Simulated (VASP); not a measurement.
A run of VASP 6.6.1 is set up as follows.

Contents of INCAR:

```
SYSTEM = Ru
PREC     = Accurate       ! precision mode
ENCUT    = 600            ! plane-wave cutoff, eV
EDIFF    = 1E-7           ! SCF threshold, eV
ISMEAR   = 0              ! smearing method
SIGMA    = 0.1            ! smearing width, eV
LREAL    = .FALSE.        ! projectors in reciprocal space
LASPH    = .TRUE.         ! aspherical terms in the spheres
NELM     = 60             ! most SCF steps
ALGO     = Fast           ! electronic algorithm
ISIF     = 3              ! what is computed and relaxed
LWAVE    = .FALSE.        ! write WAVECAR
LCHARG   = .FALSE.        ! write CHGCAR
GGA      = PS             ! functional
IBRION   = 2              ! ionic algorithm
NSW      = 80             ! ionic steps
EDIFFG   = -0.01          ! ionic threshold
```

KPOINTS

```
Automatic mesh
0
G
  20 20 20
  0 0 0
```

Contents of POSCAR:

```
Ru
1.0
    0.0000000000      1.8824600824      1.8824600824
    1.8824600824      0.0000000000      1.8824600824
    1.8824600824      1.8824600824      0.0000000000
Ru
1
Direct
    0.0000000000      0.0000000000      0.0000000000
```

Potentials or basis: VASP PAW PBE potentials, release 64 (Ru_pv).

Run with:

```sh
$ cat potpaw_PBE.64/Ru_pv/POTCAR > POTCAR
$ mpirun -np 1 vasp_std > vasp.out
```

**Question.** What does it give for the relaxed volume?

**Answer.** 13.38 Å³/atom.

**Question.** What does it give for the space group after relaxing (to 0.05 Å)?

**Answer.** Fm-3m (No. 225).

**Question.** Predict the relaxed cell.

**Answer.** a = 2.665 Å, b = 2.665 Å, c = 2.665 Å, α = 60.00°, β = 60.00°, γ = 60.00°.

Final structure:
```
Ru
1.0
     0.00000    1.88420    1.88420
     1.88420    0.00000    1.88420
     1.88420    1.88420    0.00000
Ru
1
Direct
  0.00000 0.00000 0.00000
```

Caveat: the PAW data sets were made with another functional, which shifts forces and pressure a little.
